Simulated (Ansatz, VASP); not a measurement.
# One calculation of Se, two programs

```
Se
1.0
    -1.74603    1.74603    1.70345
     1.74603   -1.74603    1.70345
     1.74603    1.74603   -1.70345
Se
1
Direct
  0.00000 0.00000 0.00000
```

Change from the starting cell: strain +0.0250 x Voigt [1, 1, 0, 0, 0, 0], atoms carried along.

Alike in both runs: task single point; functional PBEsol; k mesh 20 × 20 × 20; occupations gaussian, width 0.15 eV; no spin polarisation.

```csv
,VASP,Ansatz
version,VASP 6.6.1,Ansatz 0.2.0
potentials or method,"VASP PAW PBE potentials, release 64 (Se), cutoff 520 eV","scalar-relativistic, plane waves, PAW"
valence electrons in the cell,6,16
```

```csv
,VASP,Ansatz,Ansatz less VASP
gap on the k mesh at the Fermi level (eV),none,none,-
pressure (GPa),-5.4,-5.4,-0.04
"traceless stress, the component that is largest in VASP (GPa)",1.11,1.11,-0.001
```

VASP's potentials were made for PBE, not for PBEsol. A gap of «none» marks a metal or a gap that the smearing closes. VASP's potentials hold 6 valence electrons a cell and Ansatz's 16, so a difference there can come from the potentials and not from the codes.
